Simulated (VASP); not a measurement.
# Li (Im-3m) in VASP: further runs

Runs on Li. Level: PBE. Tasks: single point.

All numbers are computed with VASP 6.6.1; they aren't measurements. Logs are shortened: lines on timing, memory, paths and dates and some standing lists are left out, and cuts for length are marked.

### 1 The cell of the first run

It takes space group Im-3m (No. 229, cubic). The conventional cell has a = 3.389 Å, b = 3.389 Å, c = 3.389 Å, α = 90.00°, β = 90.00°, γ = 90.00°. Within 3.9 Å of Li (site symmetry m-3m) lie 14 Li at 2.93 to 3.39 Å.

### 2 Single point, PBE

The input, INCAR:

```
SYSTEM = Li
PREC = Accurate
ENCUT = 520
EDIFF = 1E-6
ISMEAR = -1
SIGMA = 0.06122561905347299
LREAL = .FALSE.
LASPH = .TRUE.
NELM = 100
ALGO = Normal
ISIF = 2
LWAVE = .FALSE.
LCHARG = .TRUE.
GGA = PE
LELF = .TRUE.
LVHAR = .TRUE.
NBANDS = 8
```

The input, KPOINTS:

```
Automatic mesh
0
G
  45 45 45
  0 0 0
```

The input, POSCAR:

```
Li
1.0
   -1.6943087749      1.6943087749      1.6943087749
    1.6943087749     -1.6943087749      1.6943087749
    1.6943087749      1.6943087749     -1.6943087749
Li
1
Direct
    0.0000000000      0.0000000000      0.0000000000
```

Potentials or basis: VASP PAW PBE potentials, release 64 (Li_sv).

On the command line:

```
> cat potpaw_PBE.64/Li_sv/POTCAR > POTCAR
> mpirun -np 1 vasp_std > vasp.out
```

OUTCAR:

```text
SYSTEM = Li
   PREC = Accurate
   ENCUT = 520
   EDIFF = 1E-6
   ISMEAR = -1
   LREAL = .FALSE.
   LASPH = .TRUE.
   NELM = 100
   ISIF = 2
   GGA = PE

 ion  position               nearest neighbor table
   1  0.000  0.000  0.000-

  LATTYP: Found a body centered cubic cell.
 ALAT       =     3.3886175498

  Lattice vectors:

 A1 = (  -1.6943087749,   1.6943087749,   1.6943087749)
 A2 = (   1.6943087749,  -1.6943087749,   1.6943087749)
 A3 = (   1.6943087749,   1.6943087749,  -1.6943087749)

Analysis of symmetry for initial positions (statically):
=====================================================================
 Subroutine PRICEL returns:
 Original cell was already a primitive cell.

 Routine SETGRP: Setting up the symmetry group for a
 body centered cubic supercell.

 Subroutine GETGRP returns: Found 48 space group operations
 (whereof 48 operations were pure point group operations)
 out of a pool of 48 trial point group operations.

The static configuration has the point symmetry O_h .

Analysis of symmetry for dynamics (positions and initial velocities):
=====================================================================
 Subroutine PRICEL returns:
 Original cell was already a primitive cell.

 Routine SETGRP: Setting up the symmetry group for a
 body centered cubic supercell.

 Subroutine GETGRP returns: Found 48 space group operations
 (whereof 48 operations were pure point group operations)
 out of a pool of 48 trial point group operations.

The dynamic configuration has the point symmetry O_h .

 Subroutine INISYM returns: Found 48 space group operations
 (whereof 48 operations are pure point group operations),
 and found     1 'primitive' translations

----------------------------------------------------------------------------------------

                                     Primitive cell

  volume of cell :      19.4553

  direct lattice vectors                    reciprocal lattice vectors
    -1.694308775  1.694308775  1.694308775     0.000000000  0.295105596  0.295105596
     1.694308775 -1.694308775  1.694308775     0.295105596  0.000000000  0.295105596
     1.694308775  1.694308775 -1.694308775     0.295105596  0.295105596  0.000000000

  length of vectors
     2.934628882  2.934628882  2.934628882     0.417342336  0.417342336  0.417342336

  position of ions in fractional coordinates (direct lattice)
     0.000000000  0.000000000  0.000000000

  ion indices of the primitive-cell ions
   primitive index   ion index
                 1           1

----------------------------------------------------------------------------------------

 KPOINTS: Automatic mesh

Automatic generation of k-mesh.
 Grid dimensions read from file:
 generate k-points for:   45   45   45

 Generating k-lattice:

  Cartesian coordinates                     Fractional coordinates (reciprocal lattice)
     0.000000000  0.006557902  0.006557902     0.022222222  0.000000000  0.000000000
     0.006557902  0.000000000  0.006557902     0.000000000  0.022222222  0.000000000
     0.006557902  0.006557902  0.000000000     0.000000000  0.000000000  0.022222222

  Length of vectors
     0.009274274  0.009274274  0.009274274

  Shift w.r.t. Gamma in fractional coordinates (k-lattice)
     0.000000000  0.000000000  0.000000000

 Subroutine IBZKPT returns following result:
 ===========================================

 Found   2300 irreducible k-points:

 Following reciprocal coordinates:
            Coordinates               Weight
  0.000000  0.000000  0.000000      1.000000
  0.022222  0.000000  0.000000     12.000000
  0.044444  0.000000  0.000000     12.000000
  0.066667  0.000000  0.000000     12.000000
  0.088889  0.000000  0.000000     12.000000
  0.111111  0.000000  0.000000     12.000000
[... 16 lines left out ...]
  0.488889  0.000000  0.000000     12.000000
  0.022222  0.022222  0.000000     24.000000
 [... further k-points ...]
   k-points           NKPTS =   2300   k-points in BZ     NKDIM =   2300   number of bands    NBANDS=      8
   number of dos      NEDOS =    301   number of ions     NIONS =      1
   total plane-waves  NPLWV =  13824
   dimension x,y,z NGX =    24 NGY =   24 NGZ =   24
   dimension x,y,z NGXF=    48 NGYF=   48 NGZF=   48
   ions per type =               1
   NGX,Y,Z   is equivalent  to a cutoff of  13.60, 13.60, 13.60 a.u.
   NGXF,Y,Z  is equivalent  to a cutoff of  27.19, 27.19, 27.19 a.u.
 SYSTEM =  Li
   PREC   = accura    normal or accurate (medium, high low for compatibility)
   ISTART =      0    job   : 0-new  1-cont  2-samecut
   ICHARG =      2    charge: 1-file 2-atom 10-const
   ISPIN  =      1    spin polarized calculation?
   LNONCOLLINEAR =      F non collinear calculations
   LSORBIT =      F    spin-orbit coupling
   LASPH  =      T    aspherical Exc in radial PAW
   ENCUT  =  520.0 eV  38.22 Ry    6.18 a.u.   5.46  5.46  5.46*2*pi/ulx,y,z
   NELM   =    100;   NELMIN=  2; NELMDL= -5     # of ELM steps
   EDIFF  = 0.1E-05   stopping-criterion for ELM
   LREAL  =      F    real-space projection
   EDIFFG = 0.1E-04   stopping-criterion for IOM
   NSW    =      0    number of steps for IOM
   IBRION =     -1    ionic relax: 0-MD 1-quasi-New 2-CG
   NFREE  =      0    steps in history (QN), initial steepest desc. (CG)
   ISIF   =      2    stress and relaxation
   ISYM   =      2    0-nonsym 1-usesym 2-fastsym
   POTIM  = 0.5000    time-step for ionic-motion
   TEBEG  =    0.0;   TEEND  =   0.0 temperature during run
   PSTRESS=    0.0 pullay stress
   NELECT =       3.0000    total number of electrons
   NUPDOWN=      -1.0000    fix difference up-down
   EMIN   =  10.00;   EMAX   =-10.00  energy-range for DOS
   EFERMI =   0.00;   METHOD = LEGACY
   ISMEAR =    -1;   SIGMA  =   0.06  broadening in eV -4-tet -1-fermi 0-gaus
   EFERMI_NEDOS =   21; number of points for ismear=-14 and -15
   IALGO  =     38    algorithm
   IMIX   =      4    mixing-type and parameters
     AMIX     =   0.40;   BMIX     =  1.00
     AMIX_MAG =   1.60;   BMIX_MAG =  1.00
  volume/ion in A,a.u.               =      19.46       131.29
  Fermi-wavevector in a.u.,A,eV,Ry     =   0.877882  1.658956 10.485689  0.770676
  Thomas-Fermi vector in A             =   1.997892
   LORBIT       =      0    0 simple, 1 ext, 2 COOP (PROOUT), +10 PAW based schemes
   GGA     = PE    functional components
   LHFCALC =     F    Hartree Fock is set to
   AEXX    =    0.0000 exact exchange contribution
   IVDW    =     0    specifies the selected vdW correction
   LEPSILON=     F    determine dielectric tensor
   LRPA    =     F    only Hartree local field effects (RPA)
 non-spin polarized calculation
  energy-cutoff  :      520.00
  volume of cell :       19.46
 maximum number of plane-waves:       543
 NGX is ok and might be reduce to    24
   NGX = 11   NGY = 11   NGZ = 11

 number of electron       3.0000007 magnetization

 Free energy of the ion-electron system (eV)
  ---------------------------------------------------
  ext. energy  EPLUGINS =         0.00000000
  ---------------------------------------------------
  free energy    TOTEN  =        -1.90584014 eV

  energy without entropy =       -1.89998091  energy(sigma->0) =       -1.90291053

 E-fermi :   0.7570     XC(G=0):  -7.1447

 val. band max:        0.7553066268   @ k =  -0.4222   0.4444   0.0889
 cond. band min:       0.7587730100   @ k =  -0.3333   0.3556   0.2444
 fundamental gap:      0.0034663832
 Fermi energy:         0.7569845997

 k-point     1 :       0.0000    0.0000    0.0000
  band No.  band energies     occupation
      1     -45.7180      2.00000
      2      -2.8713      2.00000
      3      15.7821      0.00000
      4      15.7821      0.00000
      5      15.7821      0.00000
      6      20.6387      0.00000
      7      20.6387      0.00000
      8      20.6387      0.00000

 k-point     2 :       0.0222    0.0000    0.0000
  band No.  band energies     occupation
      1     -45.7179      2.00000
      2      -2.8619      2.00000
      3      15.7178      0.00000
      4      15.7272      0.00000
      5      15.7648      0.00000
      6      20.4317      0.00000
      7      20.4362      0.00000
      8      20.7187      0.00000

 k-point     3 :       0.0444    0.0000    0.0000
  band No.  band energies     occupation
      1     -45.7176      2.00000
      2      -2.8336      2.00000
      3      15.5219      0.00000
      4      15.5728      0.00000
      5      15.7131      0.00000
      6      19.8939      0.00000
      7      20.0123      0.00000
      8      20.9485      0.00000

 k-point     4 :       0.0667    0.0000    0.0000
  band No.  band energies     occupation
      1     -45.7170      2.00000
      2      -2.7862      2.00000
      3      15.1894      0.00000
      4      15.3428      0.00000
      5      15.6279      0.00000
      6      19.3408      0.00000
      7      19.5484      0.00000
      8      20.8261      0.00000

 k-point     5 :       0.0889    0.0000    0.0000
  band No.  band energies     occupation
      1     -45.7163      2.00000
      2      -2.7200      2.00000
      3      14.7247      0.00000
      4      15.0636      0.00000
      5      15.5110      0.00000
      6      18.8917      0.00000
      7      19.0856      0.00000
      8      20.6377      0.00000
[... 177 lines left out ...]
 k-point    22 :       0.4667    0.0000    0.0000
  band No.  band energies     occupation
      1     -45.6954      2.00000
      2       0.8441      0.38821
      3       4.3245      0.00000
      4      11.4311      0.00000
      5      12.9326      0.00000
      6      14.7561      0.00000
      7      18.3829      0.00000
      8      23.8043      0.00000

 k-point    23 :       0.4889    0.0000    0.0000
  band No.  band energies     occupation
      1     -45.6952      2.00000
      2       0.9616      0.06830
      3       4.1598      0.00000
      4      11.4072      0.00000
      5      12.9115      0.00000
      6      14.7304      0.00000
      7      18.3989      0.00000
      8      23.9471      0.00000

 k-point    24 :       0.0222    0.0222    0.0000
  band No.  band energies     occupation
      1     -45.7177      2.00000
      2      -2.8431      2.00000
      3      15.5765      0.00000
      4      15.6492      0.00000
      5      15.7145      0.00000
      6      20.0681      0.00000
      7      20.1205      0.00000
      8      20.8778      0.00000

 [... further k-points ...]

------------------------ aborting loop because EDIFF is reached ----------------------------------------

  FORCE on cell =-STRESS in cart. coord.  units (eV):
  Direction    XX          YY          ZZ          XY          YZ          ZX
  --------------------------------------------------------------------------------------
  -------------------------------------------------------------------------------------
  Total        0.0631824      0.0631824      0.0631824     -0.0000000      0.0000000      0.0000000
  in kB        5.2031818      5.2031818      5.2031818     -0.0000000      0.0000000      0.0000000
  external PRESSURE =       5.2031818 kB  Pullay stress =       0.0000000 kB

 VOLUME and BASIS-vectors are now :
 -----------------------------------------------------------------------------
  energy-cutoff  :      520.00
  volume of cell :       19.46
      direct lattice vectors                 reciprocal lattice vectors
    -1.694308775  1.694308775  1.694308775     0.000000000  0.295105596  0.295105596
     1.694308775 -1.694308775  1.694308775     0.295105596  0.000000000  0.295105596
     1.694308775  1.694308775 -1.694308775     0.295105596  0.295105596  0.000000000

 POSITION                                       TOTAL-FORCE (eV/Angst)
 -----------------------------------------------------------------------------------
      0.00000      0.00000      0.00000        -0.000000      0.000000     -0.000000
 -----------------------------------------------------------------------------------
    total drift:                               -0.000000      0.000000      0.000000

  FREE ENERGIE OF THE ION-ELECTRON SYSTEM (eV)
  ---------------------------------------------------
  free  energy   TOTEN  =        -1.9058401388 eV

  energy  without entropy=       -1.8999809130  energy(sigma->0) =       -1.90291053
```

Wall time 5.6 min (1 thread of Intel Xeon 8259CL, shared host); peak memory 0.37 GiB.

What came out:

- Free energy: -1.9058 eV
- Band gap on the k mesh: zero (an odd number of electrons rules out a gap without spin polarisation)

Levels at points of the mesh, in eV from the Fermi level:
```tsv
k point	band 1	band 2	band 3	band 4	band 5
(0.00, 0.00, 0.00)	-46.47	-3.63	15.03	15.03	15.03
```

Caveat: the cutoff is under 1.25 times the usual one of these potentials, so pressure, stress and relaxed cells hold a basis-set (Pulay) error.

### 3 Single point, PBE

This run uses another cell than the first one, of 19.86 Å³/atom.

The input, INCAR:

```
PREC = Accurate ; ENCUT = 520
EDIFF = 1E-6 ; ISMEAR = -1
SIGMA = 0.06122561905347299 ; LREAL = False
LASPH = True ; NELM = 80
ALGO = Normal ; ISIF = 2
LWAVE = False ; LCHARG = False
GGA = PE ; NBANDS = 8
```

The input, KPOINTS:

```
Automatic mesh
0
Gamma
  45 45 45
```

The input, POSCAR:

```
Li
1.0
   -1.7059940322      1.7059940322      1.7059940322
    1.7059940322     -1.7059940322      1.7059940322
    1.7059940322      1.7059940322     -1.7059940322
Li
1
Direct
    0.0000000000      0.0000000000      0.0000000000
```

Potentials or basis: VASP PAW PBE potentials, release 64 (Li_sv).

On the command line:

```
> cat potpaw_PBE.64/Li_sv/POTCAR > POTCAR
> mpirun -np 1 vasp_std > vasp.out
```

OUTCAR:

```text
PREC = Accurate
   ENCUT = 520
   EDIFF = 1E-6
   ISMEAR = -1
   LREAL = False
   LASPH = True
   NELM = 80
   ISIF = 2
   GGA = PE

 ion  position               nearest neighbor table
   1  0.000  0.000  0.000-

  LATTYP: Found a body centered cubic cell.
 ALAT       =     3.4119880644

  Lattice vectors:

 A1 = (  -1.7059940322,   1.7059940322,   1.7059940322)
 A2 = (   1.7059940322,  -1.7059940322,   1.7059940322)
[... 441 lines left out ...]
      6      19.7562      0.00000
      7      19.8071      0.00000
      8      20.5512      0.00000

 [... further k-points ...]

------------------------ aborting loop because EDIFF is reached ----------------------------------------

  FORCE on cell =-STRESS in cart. coord.  units (eV):
  Direction    XX          YY          ZZ          XY          YZ          ZX
  --------------------------------------------------------------------------------------
  -------------------------------------------------------------------------------------
  Total        0.0259224      0.0259224      0.0259224      0.0000000      0.0000000     -0.0000000
  in kB        2.0911892      2.0911892      2.0911892      0.0000000      0.0000000     -0.0000000
  external PRESSURE =       2.0911892 kB  Pullay stress =       0.0000000 kB

 VOLUME and BASIS-vectors are now :
 -----------------------------------------------------------------------------
  energy-cutoff  :      520.00
  volume of cell :       19.86
      direct lattice vectors                 reciprocal lattice vectors
    -1.705994032  1.705994032  1.705994032     0.000000000  0.293084261  0.293084261
     1.705994032 -1.705994032  1.705994032     0.293084261  0.000000000  0.293084261
     1.705994032  1.705994032 -1.705994032     0.293084261  0.293084261  0.000000000

 POSITION                                       TOTAL-FORCE (eV/Angst)
 -----------------------------------------------------------------------------------
      0.00000      0.00000      0.00000        -0.000000     -0.000000      0.000000
 -----------------------------------------------------------------------------------
    total drift:                               -0.000000      0.000000     -0.000000

  FREE ENERGIE OF THE ION-ELECTRON SYSTEM (eV)
  ---------------------------------------------------
  free  energy   TOTEN  =        -1.9070754830 eV

  energy  without entropy=       -1.9011854445  energy(sigma->0) =       -1.90413046
```

OSZICAR:

```text
N       E                     dE             d eps       ncg     rms          rms(c)
DAV:   1    -0.142985113258E+00   -0.14299E+00   -0.70858E+02 37288   0.260E+02
DAV:   2    -0.188620615944E+01   -0.17432E+01   -0.16935E+01 54232   0.344E+01
DAV:   3    -0.190832979957E+01   -0.22124E-01   -0.22103E-01 41192   0.301E+00
DAV:   4    -0.190861591183E+01   -0.28611E-03   -0.28610E-03 55096   0.281E-01
DAV:   5    -0.190861740790E+01   -0.14961E-05   -0.14961E-05 42816   0.133E-02    0.202E-01
DAV:   6    -0.190755295209E+01    0.10645E-02   -0.31071E-04 57720   0.646E-02    0.116E-01
DAV:   7    -0.190708007431E+01    0.47288E-03   -0.73485E-04 55584   0.105E-01    0.287E-02
DAV:   8    -0.190707764076E+01    0.24336E-05   -0.61880E-06 40200   0.183E-02    0.118E-03
DAV:   9    -0.190707612270E+01    0.15181E-05   -0.32795E-07 32768   0.538E-03    0.341E-04
DAV:  10    -0.190707548299E+01    0.63971E-06   -0.40371E-08 20720   0.188E-03
   1 F= -.19070755E+01 E0= -.19041305E+01  d E =-.589004E-02
```

It took 5.3 min on 1 thread of Intel Xeon 8259CL, shared host; peak memory 0.37 GiB.

What came out:

| Quantity | Value |
| --- | --- |
| Free energy | -1.9071 eV |
| Band gap on the k mesh | zero (an odd number of electrons rules out a gap without spin polarisation) |

Caveat: the cutoff is under 1.25 times the usual one of these potentials, so pressure, stress and relaxed cells hold a basis-set (Pulay) error.
